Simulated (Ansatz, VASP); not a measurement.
**Pt: VASP beside Ansatz**

```
Pt
1.0
     0.00000    2.89803    2.89803
     2.89803    0.00000    2.89803
     2.89803    2.89803    0.00000
Pt
2
Direct
  0.12500 0.12500 0.12500
  0.87500 0.87500 0.87500
```

Alike in both runs: task single point; functional LDA; k mesh 11 × 11 × 11; occupations fermi-dirac, width 0.1 eV; no spin polarisation.

|  | VASP | Ansatz |
| --- | --- | --- |
| version | VASP 6.6.1 | Ansatz 0.2.0 |
| potentials or method | VASP PAW LDA potentials, release 64 (Pt), cutoff 520 eV | plane waves (420 eV) with PAW, scalar-relativistic |
| valence electrons in the cell | 20 | 36 |

```tsv
	VASP	Ansatz	Ansatz less VASP
pressure (GPa)	-9.1	-9.2	-0.15
```

Ansatz warns that its potentials were made for another functional, while VASP's fit it. LDA's correlation is that of Perdew and Zunger in VASP and of Perdew and Wang (1992) in Ansatz. VASP's potentials hold 20 valence electrons a cell and Ansatz's 36, so a difference there can come from the potentials and not from the codes.

Neither program's run includes spin-orbit coupling.
